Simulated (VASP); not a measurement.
## Ge: single point with LDA

Ge:

```
CELL_PARAMETERS angstrom
0.00000 2.08438 2.08438
2.08438 0.00000 2.08438
2.08438 2.08438 0.00000
ATOMIC_POSITIONS crystal
Ge 0.00000 0.00000 0.00000
```

| Property | Result |
| --- | --- |
| Program | VASP 6.6.1 |
| Task | single point |
| Functional | LDA |
| Potentials or basis | VASP PAW LDA potentials, release 64 (Ge_d) |
| Cutoff | 520 eV |
| k mesh | 13 × 13 × 13 |
| Occupations | fermi-dirac, width 0.1 eV |
| Spin | non-collinear spin, zero start, spin-orbit coupling |
| Starting moments | [[0.0, 0.0, 0.0]] μB |

```json
{
 "Pressure": "0.1 GPa",
 "Net moment": "0.00 μB per cell",
 "Valence electrons inside the program's atomic spheres": "Ge 12.23"
}
```

Moments on the atoms (μB; x, y, z):
```
Ge  0.00 0.00 0.00
```

Wall time 38 s on 1 thread of Intel Xeon 6975P-C, with other jobs on the host, peak memory 0.2 GiB.
